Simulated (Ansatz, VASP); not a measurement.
# CdS: VASP beside Ansatz

The input POSCAR:

```
CdS
1.0
    0.0000000000      2.9392148400      2.9392148400
    2.9392148400      0.0000000000      2.9392148400
    2.9392148400      2.9392148400      0.0000000000
Cd S
1 1
Direct
    0.0000000000      0.0000000000      0.0000000000
    0.2500000000      0.2500000000      0.2500000000
```

The input INCAR.step1:

```
SYSTEM = CdS
PREC = Accurate ; ENCUT = 550
ISMEAR = 1 ; SIGMA = 0.001
LREAL = .False. ; LASPH = .True.
NELM = 120 ; NBANDS = 16
GGA = PE ; ALGO = Normal
EDIFF = 1E-5 ; LWAVE = .True.
LCHARG = .False. ; GGA_COMPAT = .False.
```

Contents of INCAR.step2:

```
SYSTEM = CdS
PREC = Accurate ; ENCUT = 550
EDIFF = 1E-6 ; ISMEAR = 1
SIGMA = 0.001 ; LREAL = .False.
LASPH = .True. ; NELM = 120
ALGO = Normal ; ISIF = 2
LWAVE = .False. ; LCHARG = .False.
METAGGA = R2SCAN ; LMIXTAU = .True.
NBANDS = 16 ; ISTART = 1
GGA_COMPAT = .False.
```

KPOINTS

```
regular mesh
0
Gamma
  6 6 6
  0 0 0
```

Input for Ansatz:

```yaml
crystal:
  lattice:
    - [0.0, 2.93921484, 2.93921484]
    - [2.93921484, 0.0, 2.93921484]
    - [2.93921484, 2.93921484, 0.0]
  atoms:
    - { symbol: Cd, position: [0.0, 0.0, 0.0] }
    - { symbol: S, position: [0.25, 0.25, 0.25] }
kpoints:
  mp_grid: { grid: [6, 6, 6] }
hamiltonian:
  xc: r2scan
scf:
  occupations: { method: cold, width: 0.001 }
  n_extra_bands: 4
output:
  forces: true
  stress: true
  eigenvalues: true
```

Alike in both runs: task single point; functional r2SCAN; k mesh 6 × 6 × 6; no spin polarisation.

```csv
,VASP,Ansatz
version,VASP 6.6.1,Ansatz 0.2.0
potentials or method,"VASP PAW PBE potentials, release 64 (Cd, S)",plane waves
plane-wave cutoff (eV),550,500
occupations,"methfessel-paxton of order 1, width 0.001 eV","cold, width 0.001 eV"
valence electrons in the cell,18,26
```

```tsv
	VASP	Ansatz	Ansatz less VASP
gap on the k mesh at the Fermi level (eV)	1.54	1.54	+0.004
pressure (GPa)	0.3	0.0	-0.29
```

VASP's potentials were made for PBE, not for r2SCAN. VASP's potentials hold 18 valence electrons a cell and Ansatz's 26, so a difference there can come from the potentials and not from the codes.
